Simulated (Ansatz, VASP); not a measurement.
**SnP2 in VASP and in Ansatz**

```
Sn P
1.0
     3.92245    0.00000    0.00000
    -1.96122    3.39694    0.00000
     0.00000    0.00000    4.23520
Sn P
1 2
Direct
  0.00000 0.00000 0.00000
  0.33333 0.66667 0.50000
  0.66667 0.33333 0.50000
```

Alike in both runs: task relaxation of cell and atoms; functional r2SCAN; k mesh 6 × 6 × 4; occupations gaussian, width 0.1 eV; no spin polarisation.

```csv
,VASP,Ansatz
version,VASP 6.6.1,Ansatz 0.2.0
potentials or method,"VASP PAW PBE potentials, release 64 (Sn_d, P), cutoff 600 eV","scalar-relativistic, plane waves, PAW"
valence electrons in the cell,24,24
```

```tsv
	VASP	Ansatz	Ansatz less VASP
gap on the k mesh at the Fermi level, each at its own relaxed structure (eV)	none	none	-
relaxed volume (Å³/atom)	19.96	19.92	-0.045
relaxed cell length with the largest relative difference (Å)	4.240	4.233	-0.0069
```

VASP's potentials were made for PBE, not for r2SCAN. A gap of «none» marks a metal or a gap that the smearing closes.

The k mesh is coarse, so the values compare programs but aren't converged.
